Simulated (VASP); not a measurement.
## TiAl: single point with PBEsol-based global hybrid

Crystal: TiAl.

```
Ti Al
1.0
     3.15203    0.00000    0.00000
     0.00000    3.15203    0.00000
     0.00000    0.00000    3.15203
Ti Al
1 1
Direct
  0.00000 0.00000 0.00000
  0.50000 0.50000 0.50000
```

| Item | Value |
| --- | --- |
| Program | VASP 6.6.1 |
| Task | single point |
| Functional | PBEsol-based global hybrid |
| Potentials or basis | VASP PAW PBE potentials, release 64 (Ti_sv, Al) |
| Cutoff | 520 eV |
| k mesh | 4 × 4 × 4 |
| Occupations | fermi-dirac, width 0.05 eV |
| Spin | no spin polarisation |
| Dipole correction | no |
| Grid for exact exchange (PRECFOCK) | Normal |
| Share of exact exchange | 0.25 |
| Further INCAR settings | ALGO = Normal; EDIFF = 1e-07; NBANDS = 14 |

The pressure is -0.3 GPa.

Levels at points of the mesh, in eV from the Fermi level:
```csv
k point,band 5,band 6,band 7,band 8,band 9,band 10
"(0.00, 0.00, 0.00)",-11.42,-2.61,-2.61,2.81,2.81,2.81
"(0.50, 0.00, 0.00)",-7.62,-6.86,-1.53,0.73,0.73,3.05
"(0.50, 0.50, 0.00)",-6.39,-3.19,-3.19,-2.55,1.46,1.46
"(0.50, 0.50, 0.50)",-4.23,-4.23,-4.23,1.37,3.41,3.41
```

Run time: 5.3 min on 1 thread of Intel(R) Xeon(R) Platinum 8259CL CPU @ 2.50GHz (Skylake/Cascade Lake), on a shared host, peak memory 0.14 GiB.

Caveat: the k points lie up to 0.50 Å⁻¹ apart; the PAW data sets were made with another functional, which shifts forces and pressure a little.
